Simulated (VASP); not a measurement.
Write the native input for VASP 6.6.1 that does the following.

```
Task                   : single point
Functional             : LDA
Potentials or basis    : VASP PAW LDA potentials, release 64 (Ba_sv, N, F)
Cutoff                 : 520 eV
k mesh                 : 9 × 9 × 9
Occupations            : gaussian, width 0.05 eV
Spin                   : no spin polarisation
Dipole correction      : no
Further INCAR settings : ALGO = Normal; EDIFF = 1e-07; NBANDS = 24
```

The structure of Ba2NF lies in POSCAR:

```
Ba2NF
1.0
    1.9303895273      1.1145109133      6.1410948888
   -1.9303895273      1.1145109133      6.1410948888
    0.0000000000     -2.2290218265      6.1410948888
Ba N F
2 1 1
Direct
    0.7576400200      0.7576400200      0.7576400200
    0.2423599800      0.2423599800      0.2423599800
    0.5000000000      0.5000000000      0.5000000000
    0.0000000000      0.0000000000      0.0000000000
```

This cell differs from its parent crystal: strain -0.040 along x and y, -0.080 along z.

The input as run:

INCAR

```
PREC     = Accurate       # precision mode
ENCUT    = 520            # plane-wave cutoff, eV
EDIFF    = 1E-7           # SCF threshold, eV
ISMEAR   = 0              # smearing method
SIGMA    = 0.05           # smearing width, eV
LREAL    = False          # projectors in reciprocal space
LASPH    = True           # aspherical terms in the spheres
NELM     = 60             # most SCF steps
ALGO     = Normal         # electronic algorithm
ISIF     = 2              # what is computed and relaxed
LWAVE    = False          # write WAVECAR
LCHARG   = True           # write CHGCAR
GGA      = CA             # functional
LELF     = True           # ELF
LVHAR    = True         
NBANDS   = 24             # bands
```

KPOINTS

```
regular mesh
0
Gamma
  9 9 9
```

Potentials or basis: VASP PAW LDA potentials, release 64 (Ba_sv, N, F).

Command:

```console
$ cat potpaw_LDA.64/Ba_sv/POTCAR potpaw_LDA.64/N/POTCAR potpaw_LDA.64/F/POTCAR > POTCAR
$ mpirun -np 1 vasp_std > vasp.out
```

It gave:

```
Pressure               : 9.1 GPa
Largest force          : 1.077 eV/Å
Band gap on the k mesh : 0.45 eV (least direct gap 0.50 eV)
```

Caveat: the cell differs from its parent crystal (strain -0.040 along x and y, -0.080 along z); the cell stands under pressure; spin-orbit coupling is left out, which moves the levels of the heavy elements; an odd mesh through Γ misses points on the zone boundary, where band edges can lie; forces of over 1 eV/Å act on the atoms, so gaps and moduli don't describe the material at rest.

It took 12 min on 1 thread of Intel Xeon 8259CL, with other jobs on the host, peak memory 0.37 GiB.
